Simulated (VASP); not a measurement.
Crystal: C.

```
C
1.0
     2.12732   -1.22828    0.00000
     2.12732    1.22828    0.00000
    -1.37907    0.00000    3.50283
C
2
Cartesian
  -0.6699 0.0000 3.5025
  3.5455 0.0000 0.0003
```

```yaml
Program: VASP 6.6.1
Task: relaxation of cell and atoms
Functional: revPBE
Potentials_or_basis: VASP PAW PBE potentials, release 64 (C_h)
Cutoff: 1300 eV
k_mesh: 13 × 13 × 8
Occupations: fermi-dirac, width 0.05 eV
Spin: no spin polarisation
```

At the start: pressure 6.4 GPa; volume 9.15 Å³/atom.

**Question.** Where does the relaxation end?

**Answer.** Over 26 steps the energy falls by 24.4 meV/atom and the volume is 11.95 Å³/atom (+30.6 %); space group R-3m (No. 166, to 0.1 Å) before and after.

The path:
```tsv
step	energy change (eV)	largest force (eV/Å)	pressure (GPa)	volume (Å³)
1	0.0000	0.0050	6.45	18.31
2	0.0197	0.0080	-9.69	19.30
3	-0.0071	0.0023	0.56	18.64
4	-0.0108	0.0043	0.49	18.81
5	-0.0200	0.0224	0.31	19.34
6	-0.0331	0.0600	0.09	20.40
7	-0.0460	0.1381	-0.16	22.51
8	-0.0337	0.3023	-0.91	26.73
9	-0.0478	0.1759	-0.26	23.36
10	0.0319	2.7662	4.28	23.82
11	-0.0484	0.0584	0.02	23.40
12	-0.0484	0.0671	0.04	23.41
13	-0.0461	0.3726	0.68	23.49
14	-0.0486	0.0095	0.15	23.42
15	-0.0485	0.0455	-0.38	23.52
16	-0.0486	0.0133	-0.02	23.45
17	-0.0486	0.0106	0.03	23.49
18	-0.0486	0.0223	0.13	23.61
19	-0.0486	0.0158	0.09	23.57
20	-0.0487	0.0143	0.08	23.58
21	-0.0487	0.0109	0.10	23.62
22	-0.0488	0.0136	0.10	23.70
23	-0.0488	0.0355	0.11	23.85
24	-0.0488	0.0216	0.00	23.90
25	-0.0488	0.0216	-0.01	23.90
26	-0.0488	0.0070	-0.03	23.91
```

Final structure:
```
CELL_PARAMETERS angstrom
2.14224 -1.23693 -0.00421
2.14224 1.23693 -0.00421
-1.39536 0.00000 4.51404
ATOMIC_POSITIONS crystal
C 0.16669 0.16669 0.00003
C 0.83331 0.83331 0.99997
```

Caveat: the volume moved by over 15 % at a fixed basis, so the end points are rough; this functional lacks dispersion, which binds layers or chains, so the pressure and a relaxed spacing across them are unreliable; the PAW data sets were made with another functional, which shifts forces and pressure a little.
